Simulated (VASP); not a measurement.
Set up this calculation in VASP 6.6.1, as the native input.

- Task: single point
- Functional: PBEsol
- Potentials or basis: VASP PAW PBE potentials, release 64 (O, H, Si)
- Cutoff: 520 eV
- k mesh: 1 × 1 × 1
- Occupations: fermi-dirac, width 0.05 eV
- Spin: no spin polarisation
- Dipole correction: no
- Further INCAR settings: LREAL = Auto; ALGO = Normal; EDIFF = 1e-06; NBANDS = 61

The structure of Si2H10O lies in POSCAR:

```
Si2H10O
1.0
    8.6267060000      0.0000000000      0.0000000000
    0.0000000000      8.6267060000      0.0000000000
    0.0000000000      0.0000000000      8.6267060000
O H Si
3 30 6
Direct
    0.8004682247      0.5576060895      0.0926098291
    0.7283750723      0.2748518870      0.2317110743
    0.8695372008      0.7017885963      0.4583189488
    0.9133880371      0.5541075169      0.0812674154
    0.7732127191      0.4499290240      0.1207408199
    0.7692670091      0.2993733849      0.3345933506
    0.7660575311      0.1698355519      0.2106088491
    0.8257742919      0.6720715723      0.3578458862
    0.8014119775      0.6518098246      0.5342402150
    0.6731788691      0.5089695075      0.6515532366
    0.5304883690      0.4368126984      0.8842147311
    0.5251083446      0.7061795323      0.7891400339
    0.3921909033      0.5007349538      0.6448372065
    0.6060232247      0.2025665125      0.6024301558
    0.3634935696      0.0586937165      0.6180190378
    0.4069795638      0.2415710450      0.4060701788
    0.5530798983     -0.0024075776      0.4157252234
    0.2789490140      1.0347457127      0.1671182531
    0.5415580563      0.9473897234      0.1088034155
    0.3322554694      0.9012149079     -0.0765009709
    0.4295920796      1.1637510289     -0.0354929433
    0.1353856348      0.2684169646      0.7714434251
   -0.1406973567      0.2869511707      0.8313168549
   -0.0439088281      0.3764194667      0.5811593691
   -0.0498337978      0.0991383530      0.6383645893
    1.0089113973      1.0392010163      0.9418467972
    0.8785087458      0.8795009452      1.1314608538
    0.7840401667      0.8861789485      0.8622190940
    1.0312516050      0.7590815697      0.9233201161
    0.3736875289      0.6343026683      0.1534862729
    0.2704277080      0.3826791055      0.2375523580
    0.0999202783      0.6064419873      0.2191572949
    0.2007057466      0.4864846551     -0.0164654420
    0.5289949753      0.5389824000      0.7445484481
    0.4815368806      0.1244823323      0.5094283377
    0.3958308680      1.0117442398      0.0408974179
   -0.0247939594      0.2567554077      0.7059889628
    0.9238874854      0.8890825342      0.9640223716
    0.2376069958      0.5273799263      0.1482938320
```

These files were run (other wordings do the same):

INCAR

```
SYSTEM = Si2H10O
  ALGO = Normal
  EDIFF = 1E-6
  ENCUT = 520
  GGA = PS
  ISIF = 2
  ISMEAR = -1
  LASPH = .True.
  LCHARG = .False.
  LREAL = Auto
  LWAVE = .False.
  NBANDS = 61
  NELM = 60
  PREC = Accurate
  SIGMA = 0.05
```

KPOINTS

```
k-points
0
Gamma
  1 1 1
  0 0 0
```

Potentials or basis: VASP PAW PBE potentials, release 64 (O, H, Si).

Run with:

```bash
$ cat potpaw_PBE.64/O/POTCAR potpaw_PBE.64/H/POTCAR potpaw_PBE.64/Si/POTCAR > POTCAR
$ mpirun -np 1 vasp_gam > vasp.out
```

It gave:

The pressure is -0.2 GPa and the largest force is 0.240 eV/Å. The band gap on the k mesh is 5.02 eV.

Caveat: the k points lie up to 0.73 Å⁻¹ apart; the PAW data sets were made with another functional, which shifts forces and pressure a little.

Run time: 65 s on 1 thread of AMD EPYC 9R45 (Zen 5), with other jobs on the host, peak memory 0.5 GiB.
